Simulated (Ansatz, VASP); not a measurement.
MgS in VASP and in Ansatz

Contents of INCAR:

```
  PREC = Accurate
  ENCUT = 520
  EDIFF = 1E-8
  ISMEAR = -1
  SIGMA = 0.03
  LREAL = F
  LASPH = T
  NELM = 80
  ALGO = Normal
  ISIF = 2
  LWAVE = F
  LCHARG = F
  GGA = PS
  LEFG = T
  NBANDS = 11
```

KPOINTS

```
regular mesh
0
Gamma
  10 10 10
```

File POSCAR:

```
MgS
1.0
    0.0520330000      2.6276665000      2.6276665000
    2.6276665000      0.0520330000      2.6276665000
    2.6276665000      2.6276665000      0.0520330000
Mg S
1 1
Direct
    0.0000000000      0.0000000000      0.0000000000
    0.5000000000      0.5000000000      0.5000000000
```

Input for Ansatz:

```yaml
crystal:
  lattice:
    - [0.052033, 2.6276665, 2.6276665]
    - [2.6276665, 0.052033, 2.6276665]
    - [2.6276665, 2.6276665, 0.052033]
  atoms:
    - { symbol: Mg, position: [0.0, 0.0, 0.0] }
    - { symbol: S, position: [0.5, 0.5, 0.5] }
kpoints:
  mp_grid: { grid: [10, 10, 10] }
scf:
  occupations: { method: fermi_dirac, width: 0.03 }
hamiltonian:
  xc: pbesol
  pseudopotentials: { kind: paw }
output:
  forces: true
  stress: true
  eigenvalues: true
  efg: { contact_densities: true }
```

Change from the starting cell: equal xy, yz and zx shear strains of +2 %, PAW files.

Alike in both runs: task electric field gradients; functional PBEsol; k mesh 10 × 10 × 10; occupations fermi-dirac, width 0.03 eV; no spin polarisation.

|  | VASP | Ansatz |
| --- | --- | --- |
| version | VASP 6.6.1 | Ansatz 0.2.0 |
| potentials or method | VASP PAW PBE potentials, release 64 (Mg, S) | PAW with Ansatz's default frozen-core files, scalar-relativistic |
| plane-wave cutoff (eV) | 520 | 420 |
| valence electrons in the cell | 8 | 16 |

|  | VASP | Ansatz | Ansatz less VASP |
| --- | --- | --- | --- |
| gap on the k mesh at the Fermi level (eV) | 2.59 | 2.59 | -0.002 |
| pressure (GPa) | -1.1 | -0.9 | +0.20 |
| traceless stress, the component that is largest in VASP (GPa) | -1.10 | -1.10 | +0.001 |
| size of Vzz on the site where it differs most (V/Å²) | 0.7 | 1.0 | +0.36 |

VASP's potentials were made for PBE, not for PBEsol. VASP's potentials hold 8 valence electrons a cell and Ansatz's 16, so a difference there can come from the potentials and not from the codes.
